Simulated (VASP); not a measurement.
# BN in VASP: further runs, part 2 of 2

VASP 6.6.1. The steps go on from the part before.

**5. Single point, PBE (atoms moved at random)**

File INCAR:

```
ALGO = Normal
EDIFF = 1E-7
ENCUT = 450
ISIF = 2
ISMEAR = 0
LASPH = T
LCHARG = F
LREAL = F
LWAVE = F
NELM = 100
PREC = Accurate
SIGMA = 0.02
```

File KPOINTS:

```
k-points
0
Gamma
  10 10 5
```

File POSCAR:

```
BN
1.0
    2.5539396017      0.0000000000      0.0000000000
   -1.2769698009      2.2117765748      0.0000000000
    0.0000000000      0.0000000000      4.2268550000
N B
2 2
Direct
    0.3365110000      0.6668360000      0.1284800000
    0.6565330000      0.3281590000      0.6211270000
    0.3311970000      0.6639980000      0.5001640000
    0.6642870000      0.3271350000      0.9958560000
```

Potentials or basis: VASP PAW PBE potentials, release 64 (N, B).

On the command line:

```
> cat potpaw_PBE.64/N/POTCAR potpaw_PBE.64/B/POTCAR > POTCAR
> mpirun -np 1 vasp_std > vasp.out
```

OUTCAR:

```text
EDIFF = 1E-7
   ENCUT = 450
   ISIF = 2
   ISMEAR = 0
   LASPH = T
   LREAL = F
   NELM = 100
   PREC = Accurate

 Found    252 irreducible k-points:

 Following reciprocal coordinates:
            Coordinates               Weight
  0.000000  0.000000  0.000000      1.000000
  0.100000  0.000000  0.000000      2.000000
  0.000000  0.100000  0.000000      2.000000
 -0.100000  0.100000  0.000000      2.000000
  0.200000  0.000000  0.000000      2.000000
  0.000000  0.200000  0.000000      2.000000
   k-points           NKPTS =    252   k-points in BZ     NKDIM =    252   number of bands    NBANDS=     12
   number of dos      NEDOS =    301   number of ions     NIONS =      4
   total plane-waves  NPLWV =   9720
   dimension x,y,z NGX =    18 NGY =   18 NGZ =   30
   dimension x,y,z NGXF=    36 NGYF=   36 NGZF=   60
   ions per type =               2   2
   NGX,Y,Z   is equivalent  to a cutoff of  11.72, 11.72, 11.80 a.u.
   NGXF,Y,Z  is equivalent  to a cutoff of  23.43, 23.43, 23.60 a.u.
 SYSTEM =  unknown system
   PREC   = accura    normal or accurate (medium, high low for compatibility)
   ISTART =      0    job   : 0-new  1-cont  2-samecut
   ICHARG =      2    charge: 1-file 2-atom 10-const
   ISPIN  =      1    spin polarized calculation?
   LNONCOLLINEAR =      F non collinear calculations
   LSORBIT =      F    spin-orbit coupling
   LASPH  =      T    aspherical Exc in radial PAW
   ENCUT  =  450.0 eV  33.07 Ry    5.75 a.u.   4.42  4.42  7.31*2*pi/ulx,y,z
   NELM   =    100;   NELMIN=  2; NELMDL= -5     # of ELM steps
   EDIFF  = 0.1E-06   stopping-criterion for ELM
   LREAL  =      F    real-space projection
   EDIFFG = 0.1E-05   stopping-criterion for IOM
   NSW    =      0    number of steps for IOM
   IBRION =     -1    ionic relax: 0-MD 1-quasi-New 2-CG
   NFREE  =      0    steps in history (QN), initial steepest desc. (CG)
   ISIF   =      2    stress and relaxation
   ISYM   =      2    0-nonsym 1-usesym 2-fastsym
   POTIM  = 0.5000    time-step for ionic-motion
   TEBEG  =    0.0;   TEEND  =   0.0 temperature during run

   SCALEE = 1.0000    scale energy and forces
   PSTRESS=    0.0 pullay stress
   NELECT =      16.0000    total number of electrons
   NUPDOWN=      -1.0000    fix difference up-down
   EMIN   =  10.00;   EMAX   =-10.00  energy-range for DOS
   EFERMI =   0.00;   METHOD = LEGACY
[... 26 lines left out ...]
   NGX =  9   NGY =  9   NGZ = 15

 number of electron      15.9999999 magnetization

 Free energy of the ion-electron system (eV)
  ---------------------------------------------------
  ext. energy  EPLUGINS =         0.00000000
  ---------------------------------------------------
  free energy    TOTEN  =       -34.81347277 eV

  energy without entropy =      -34.81347277  energy(sigma->0) =      -34.81347277

 E-fermi :   7.6348     XC(G=0): -12.7619

 val. band max:        7.5532828522   @ k =   0.0000   0.0000   0.0000
 cond. band min:      12.7415379892   @ k =   0.3000   0.3000   0.0000
 fundamental gap:      5.1882551370
 Fermi energy:         7.6348104696

 k-point     1 :       0.0000    0.0000    0.0000
  band No.  band energies     occupation
      1     -12.8595      2.00000
      2      -8.7530      2.00000
      3      -3.4096      2.00000
      4       5.1986      2.00000
      5       5.4628      2.00000
      6       7.1040      2.00000
      7       7.3958      2.00000
      8       7.5533      2.00000
      9      15.6712      0.00000
     10      15.8371      0.00000
     11      16.0022      0.00000
     12      16.8563      0.00000
[... 61 lines left out ...]
 k-point     6 :       0.0000    0.2000    0.0000
  band No.  band energies     occupation
      1     -12.0069      2.00000
      2      -8.1300      2.00000
      3      -2.5671      2.00000
      4       2.1703      2.00000
      5       4.1525      2.00000
      6       4.7526      2.00000
      7       6.2497      2.00000
      8       6.7364      2.00000
      9      14.9429      0.00000
     10      16.7746      0.00000
     11      17.0015      0.00000
     12      18.2921      0.00000

 [... further k-points ...]

------------------------ aborting loop because EDIFF is reached ----------------------------------------

  FORCE on cell =-STRESS in cart. coord.  units (eV):
  Direction    XX          YY          ZZ          XY          YZ          ZX
  --------------------------------------------------------------------------------------
  -------------------------------------------------------------------------------------
  Total       -0.1519522     -0.0304289     -0.2240160     -0.1121769     -0.0183270      0.0353364
  in kB      -10.1964321     -2.0418691    -15.0321284     -7.5273942     -1.2297917      2.3711783
  external PRESSURE =      -9.0901432 kB  Pullay stress =       0.0000000 kB

 VOLUME and BASIS-vectors are now :
 -----------------------------------------------------------------------------
  energy-cutoff  :      450.00
  volume of cell :       23.88
      direct lattice vectors                 reciprocal lattice vectors
     2.553939602  0.000000000  0.000000000     0.391551938  0.226062617  0.000000000
    -1.276969801  2.211776575  0.000000000     0.000000000  0.452125233  0.000000000
     0.000000000  0.000000000  4.226855000     0.000000000  0.000000000  0.236582518

 POSITION                                       TOTAL-FORCE (eV/Angst)
 -----------------------------------------------------------------------------------
      0.00790      1.47489      0.54307        -0.163021     -0.295625     -0.986496
      1.25770      0.72581      2.62541         0.461174      0.097028      0.724489
     -0.00205      1.46862      2.11412        -0.299582     -0.074952     -0.385924
      1.27881      0.72355      4.20934         0.001430      0.273549      0.647931
 -----------------------------------------------------------------------------------
    total drift:                                0.000036     -0.000029      0.000248

  FREE ENERGIE OF THE ION-ELECTRON SYSTEM (eV)
  ---------------------------------------------------
  free  energy   TOTEN  =       -34.8134727746 eV

  energy  without entropy=      -34.8134727746  energy(sigma->0) =      -34.81347277
```

stdout:

```text
POSCAR found type information on POSCAR N B
 POSCAR found :  2 types and       4 ions
 scaLAPACK will be used
 LDA part: xc-table for (Slater+PW92), standard interpolation
 POSCAR, INCAR and KPOINTS ok, starting setup
 FFT: planning ... GRIDC
 FFT: planning ... GRID_SOFT
 FFT: planning ... GRID
 WAVECAR not read
 entering main loop
```

Run time: 27 s. Hardware: 1 thread of Intel Xeon 6975P-C (Granite Rapids), shared host; peak memory 0.16 GiB.

What came out:

| Property | Result |
| --- | --- |
| Free energy | -34.8135 eV |
| Largest force | 1.043 eV/Å |
| Band gap on the k mesh | 5.19 eV (least direct gap 8.12 eV) |

Forces on the atoms (eV/Å):
```
N   -0.163 -0.296 -0.986
N    0.461  0.097  0.724
B   -0.300 -0.075 -0.386
B    0.001  0.274  0.648
```

Levels at points of the mesh, in eV from the valence-band top:
```
           k point  band 4  band 5  band 6  band 7  band 8  band 9  band 10  band 11  band 12
(0.00, 0.00, 0.00)   -2.35   -2.09   -0.45   -0.16    0.00    8.12     8.28     8.45     9.30
(0.50, 0.00, 0.00)   -7.73   -7.07   -5.10   -4.39   -2.22    6.55     7.55    10.37    11.18
(0.00, 0.50, 0.00)   -7.90   -6.96   -5.02   -4.59   -2.12    6.57     7.88    10.33    11.27
(0.50, 0.50, 0.00)   -7.88   -6.95   -5.03   -4.59   -2.15    6.56     7.90    10.34    11.26
```

Caveat: the cell differs from its parent crystal (atoms moved at random); the cutoff is under 1.25 times the usual one of these potentials, so pressure, stress and relaxed cells hold a basis-set (Pulay) error; an odd mesh through Γ misses points on the zone boundary, where band edges can lie.

**6. The runs side by side**

| level | potentials or basis | cell | k mesh | cutoff (eV) | smearing | dipole correction | gap on the mesh (eV) | pressure (GPa) | largest force (eV/Å) |
| --- | --- | --- | --- | --- | --- | --- | --- | --- | --- |
| PBE | VASP PAW PBE potentials, release 64 (N, B) | a = 2.554, b = 2.554, c = 4.227 Å, angles 90.0, 90.0, 120.0°, 4 atoms, atomic positions A | 12 × 12 × 6 | 600 | fermi-dirac 0.02 eV | no | 5.20 | -0.1 | 0.01 |
| r2SCAN | VASP PAW PBE potentials, release 64 (N, B) | a = 2.554, b = 2.554, c = 4.227 Å, angles 90.0, 90.0, 120.0°, 4 atoms, atomic positions A | 12 × 12 × 6 | 660 | gaussian 0.01 eV | no | 5.72 | -3.6 | 0.02 |
| r2SCAN | VASP PAW PBE potentials, release 64 (N_h, B_h) | a = 2.519, b = 2.519, c = 4.170 Å, angles 90.0, 90.0, 120.0°, 4 atoms, atomic positions A | 12 × 12 × 6 | 910 | fermi-dirac 0.05 eV | no | 5.68 | 11.1 | 0.01 |
| PBE | VASP PAW PBE potentials, release 64 (N, B) | a = 2.554, b = 2.554, c = 4.227 Å, angles 90.0, 90.0, 120.0°, 4 atoms, atomic positions B | 10 × 10 × 5 | 450 | gaussian 0.02 eV | - | 5.19 | - | 1.04 |

Alike in all rows: task single point; no spin polarisation.

Caveats: the PAW data sets were made with another functional, which shifts forces and pressure a little (at least some runs); the cutoff is under 1.25 times the usual one of these potentials, so pressure, stress and relaxed cells hold a basis-set (Pulay) error (at least some runs); the cell stands under tension (at least some runs); the cell stands under pressure (at least some runs); an odd mesh through Γ misses points on the zone boundary, where band edges can lie (at least some runs).

Absolute energies hang on the potentials; compare differences alone.
